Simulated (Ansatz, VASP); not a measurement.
SiC: VASP beside Ansatz

```
CELL_PARAMETERS angstrom
3.07600 0.00000 0.00000
-1.53800 2.66389 0.00000
0.00000 0.00000 5.04800
ATOMIC_POSITIONS crystal
Si 0.33333 0.66667 0.00000
Si 0.66667 0.33333 0.50000
C 0.35772 0.66667 0.38500
C 0.66667 0.33333 0.88500
```

Alike in both runs: task single point; functional PBE; k mesh 12 × 12 × 6; occupations gaussian, width 0.05 eV; no spin polarisation.

|  | VASP | Ansatz |
| --- | --- | --- |
| version | VASP 6.6.1 | Ansatz 0.2.0 |
| potentials or method | VASP PAW PBE potentials, release 64 (Si, C), cutoff 520 eV | scalar-relativistic, plane waves, PAW |
| valence electrons in the cell | 16 | 16 |

VASP gave:

| Item | Value |
| --- | --- |
| gap on the k mesh at the Fermi level (eV) | 2.28 |
| least direct gap on the mesh (eV) | 4.01 |
| pressure (GPa) | 4.0 |
| traceless stress, the component that is largest in VASP (GPa) | -3.51 |
| rms of the force components (eV/Å) | 0.783 |

Problem. Which values does Ansatz return?

Solution. gap on the k mesh at the Fermi level (eV): 2.28; least direct gap on the mesh (eV): 4.01; pressure (GPa): 4.1; traceless stress, the component that is largest in VASP (GPa): -3.54; rms of the force components (eV/Å): 0.783.

Atom by atom the forces differ by 0.000 eV/Å (rms over components).
